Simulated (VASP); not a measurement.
Set up this calculation in VASP 6.6.1, as the native input.

| Quantity | Value |
| --- | --- |
| Task | single point |
| Functional | PBE |
| Potentials or basis | VASP PAW PBE potentials, release 64 (Li_sv) |
| Cutoff | 520 eV |
| k mesh | 22 × 22 × 22 |
| Occupations | gaussian, width 0.15 eV |
| Spin | no spin polarisation |
| Dipole correction | no |
| Further INCAR settings | ALGO = Normal; EDIFF = 1e-07; NBANDS = 8 |

The structure of Li lies in POSCAR:

```
Li
1.0
   -2.0202274282      2.0202274282      1.3131478283
    2.0202274282     -2.0202274282      1.3131478283
    2.0202274282      2.0202274282     -1.3131478283
Li
1
Direct
    0.0000000000      0.0000000000      0.0000000000
```

This cell differs from its parent crystal: ratio of the length along z to the lengths across it x 0.65, volume and fractional coordinates fixed.

These files were run (other wordings do the same):

INCAR

```
SYSTEM = Li
PREC = Accurate
ENCUT = 520
EDIFF = 1E-7
ISMEAR = 0
SIGMA = 0.15
LREAL = .False.
LASPH = .True.
NELM = 100
ALGO = Normal
ISIF = 2
LWAVE = .False.
LCHARG = .False.
GGA = PE
NBANDS = 8
```

KPOINTS

```
Automatic mesh
0
Gamma
  22 22 22
  0 0 0
```

Potentials or basis: VASP PAW PBE potentials, release 64 (Li_sv).

Run with:

```sh
$ cat potpaw_PBE.64/Li_sv/POTCAR > POTCAR
$ mpirun -np 1 vasp_std > vasp.out
```

It took 110 s on 1 thread of AMD EPYC 9755 128-Core Processor (shared host), peak memory 0.18 GiB.
